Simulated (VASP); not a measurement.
Set up this calculation in VASP 6.6.1, as the native input.

* Task: single point
* Functional: PBE
* Potentials or basis: VASP PAW PBE potentials, release 64 (Al, Cu, H)
* Cutoff: 520 eV
* k mesh: 9 × 9 × 1
* Occupations: gaussian, width 0.1 eV
* Spin: no spin polarisation
* Dipole correction: yes
* Further INCAR settings: ALGO = Normal; EDIFF = 1e-07; NBANDS = 26

The structure of Al4Cu2H lies in POSCAR:

```
Al4Cu2H
1.0
    4.0889418899      0.0000000000      0.0000000000
    2.0442840433      3.5412354524      0.0000000000
    0.0000000000      0.0000000000     20.3610078836
Al Cu H
4 2 1
Direct
    0.6667174561      0.6667174561      0.1964539291
    0.3334044385      0.3334044385      0.2784404877
    0.0000542489      0.0000542489      0.3605162434
    0.6667259434      0.6667259434      0.4351949537
    0.0000609473      0.0000609473      0.2374472084
    0.3333908767      0.3333908767      0.4027831442
    0.7778370545      0.7778370545      0.5055028776
```

These files were run (other wordings do the same):

INCAR

```
  PREC = Accurate
  ENCUT = 520
  EDIFF = 1E-7
  ISMEAR = 0
  SIGMA = 0.1
  LREAL = False
  LASPH = True
  NELM = 60
  ALGO = Normal
  ISIF = 2
  LWAVE = False
  LCHARG = False
  LDIPOL = True
  IDIPOL = 3
  DIPOL = 0.5 0.5 0.345
  GGA = PE
  NBANDS = 26
```

KPOINTS

```
regular mesh
0
Gamma
  9 9 1
```

Potentials or basis: VASP PAW PBE potentials, release 64 (Al, Cu, H).

Launch:

```sh
$ cat potpaw_PBE.64/Al/POTCAR potpaw_PBE.64/Cu/POTCAR potpaw_PBE.64/H/POTCAR > POTCAR
$ mpirun -np 1 vasp_std > vasp.out
```

Results of the run:

- Largest force: 0.762 eV/Å
- Band gap on the k mesh: zero (an odd number of electrons rules out a gap without spin polarisation)

It took 5.8 min on 1 thread of Intel(R) Xeon(R) Platinum 8488C (Sapphire Rapids), with other jobs on the host, peak memory 0.46 GiB.
